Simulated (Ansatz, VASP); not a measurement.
**One calculation of Os, two programs**

File INCAR:

```
SYSTEM = Os
PREC = Accurate ; ENCUT = 520
EDIFF = 1E-8 ; ISMEAR = -1
SIGMA = 0.05 ; LREAL = .False.
LASPH = .True. ; NELM = 100
ALGO = Normal ; ISIF = 2
LWAVE = .False. ; LCHARG = .False.
GGA = PE ; LEFG = .True.
NBANDS = 10
```

KPOINTS

```
Automatic mesh
0
Gamma
  17 17 17
  0 0 0
```

File POSCAR:

```
Os
1.0
    0.0000000000      1.9282488705      1.9282488705
    1.9282488705      0.0000000000      1.9282488705
    1.9282488705      1.9282488705      0.0000000000
Os
1
Direct
    0.0000000000      0.0000000000      0.0000000000
```

Input for Ansatz:

```yaml
crystal:
  lattice:
    - [0.0, 1.9282488705, 1.9282488705]
    - [1.9282488705, 0.0, 1.9282488705]
    - [1.9282488705, 1.9282488705, 0.0]
  atoms:
    - { symbol: Os, position: [0.0, 0.0, 0.0] }
kpoints:
  mp_grid: { grid: [17, 17, 17] }
  band_path:
    path:
      - [0.0, 0.0, 0.0]
      - [0.5, 0.0, 0.5]
      - [0.625, 0.25, 0.625]
      - [0.375, 0.375, 0.75]
      - [0.0, 0.0, 0.0]
      - [0.5, 0.5, 0.5]
      - [0.5, 0.25, 0.75]
      - [0.5, 0.0, 0.5]
    npoints: 8
scf:
  occupations: { method: fermi_dirac, width: 0.05 }
hamiltonian:
  xc: pbe
  pseudopotentials: { kind: paw }
output:
  forces: true
  stress: true
  eigenvalues: true
  efg: { contact_densities: true }
  populations: true
  bader: true
  dos: { projected: true, de: 0.2, e_range: [-14, 8] }
```

Alike in both runs: task electric field gradients; functional PBE; k mesh 17 × 17 × 17; occupations fermi-dirac, width 0.05 eV; no spin polarisation.

```csv
,VASP,Ansatz
version,VASP 6.6.1,Ansatz 0.2.0
potentials or method,"VASP PAW PBE potentials, release 64 (Os)","PAW with Ansatz's default frozen-core files, scalar-relativistic"
plane-wave cutoff (eV),520,420
valence electrons in the cell,8,16
```

|  | VASP | Ansatz | Ansatz less VASP |
| --- | --- | --- | --- |
| pressure (GPa) | -0.1 | 0.0 | +0.11 |

VASP's potentials hold 8 valence electrons a cell and Ansatz's 16, so a difference there can come from the potentials and not from the codes.

Neither program's run includes spin-orbit coupling.
